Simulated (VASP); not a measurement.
GaAs: single point with LDA

GaAs:

```xyz
2
Lattice="0.0000 2.8017 2.8017 2.8017 0.0000 2.8017 2.8017 2.8017 0.0000" Properties=species:S:1:pos:R:3 pbc="T T T"
Ga    0.0000    0.0000    0.0000
As    4.2025    4.2025    4.2025
```

| Property | Result |
| --- | --- |
| Program | VASP 6.6.1 |
| Task | single point |
| Functional | LDA |
| Potentials or basis | VASP PAW LDA potentials, release 64 (Ga_d, As) |
| Cutoff | 520 eV |
| k mesh | 12 × 12 × 12 |
| Occupations | gaussian, width 0.1 eV |
| Spin | no spin polarisation |

```json
{"Pressure": "0.3 GPa", "Band gap on the k mesh": "0.54 eV, direct"}
```

Levels at points of the mesh, in eV from the valence-band top:
```csv
k point,band 6,band 7,band 8,band 9,band 10,band 11,band 12,band 13
"(0.00, 0.00, 0.00)",-12.96,0.00,0.00,0.00,0.54,3.68,3.68,3.68
"(0.50, 0.00, 0.00)",-11.11,-6.84,-1.19,-1.19,0.94,4.59,4.59,7.59
"(0.50, 0.50, 0.00)",-10.34,-7.00,-2.79,-2.79,1.29,1.54,10.26,10.26
```

Run time: 30 s on 1 thread of Intel(R) Xeon(R) Platinum 8488C (Sapphire Rapids) (shared host), peak memory 0.18 GiB.

A k mesh can miss the band edges. A hybrid or GW would open this gap; LDA tends to underestimate it.
